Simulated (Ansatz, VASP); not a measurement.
**Pb in VASP and in Ansatz**

The input INCAR:

```
PREC = Accurate
ENCUT = 600
EDIFF = 1E-6
ISMEAR = 0
SIGMA = 0.1
LREAL = False
LASPH = True
NELM = 80
ALGO = Normal
ISIF = 3
LWAVE = False
LCHARG = False
GGA = PE
IBRION = 2
NSW = 90
EDIFFG = -0.04
```

File KPOINTS:

```
regular mesh
0
Gamma
  6 6 4
```

The input POSCAR:

```
Pb
1.0
    1.7404685289     -2.8863046153      0.0000000000
    1.7404685289      2.8863046153      0.0000000000
    0.0000000000      0.0000000000      6.5862608082
Pb
2
Direct
    0.3462761347      0.6537238653      0.2500000000
    0.6537238653      0.3462761347      0.7500000000
```

Input for Ansatz:

```yaml
crystal:
  lattice:
    - [1.7404685289, -2.8863046153, 0.0]
    - [1.7404685289, 2.8863046153, 0.0]
    - [0.0, 0.0, 6.5862608082]
  atoms:
    - { symbol: Pb, position: [0.3462761347, 0.6537238653, 0.25] }
    - { symbol: Pb, position: [0.6537238653, 0.3462761347, 0.75] }
basis:
  ecutwfc: 420
kpoints:
  mp_grid: { grid: [6, 6, 4] }
hamiltonian:
  xc: pbe
scf:
  occupations: { method: gaussian, width: 0.1 }
  lower_state_search: "off"
output:
  forces: true
  stress: true
  eigenvalues: true
relax:
  adjacent_minimum: "off"
  f_tol: 0.04
  max_steps: 70
  cell: { stress_tol: 0.4 }
```

Alike in both runs: task relaxation of cell and atoms; functional PBE; k mesh 6 × 6 × 4; occupations gaussian, width 0.1 eV; no spin polarisation.

```csv
,VASP,Ansatz
version,VASP 6.6.1,Ansatz 0.2.0
potentials or method,"VASP PAW PBE potentials, release 64 (Pb_d), cutoff 600 eV","scalar-relativistic, plane waves, PAW"
valence electrons in the cell,28,28
```

Ansatz gave:

| Item | Value |
| --- | --- |
| gap on the k mesh at the Fermi level, each at its own relaxed structure (eV) | none |
| relaxed volume (Å³/atom) | 32.70 |
| relaxed cell length with the largest relative difference (Å) | 3.410 |

Q: What did VASP give for the same quantities?

A: gap on the k mesh at the Fermi level, each at its own relaxed structure (eV): none; relaxed volume (Å³/atom): 32.78; relaxed cell length with the largest relative difference (Å): 3.409.

A gap of «none» marks a metal or a gap that the smearing closes.

Neither program's run includes spin-orbit coupling.
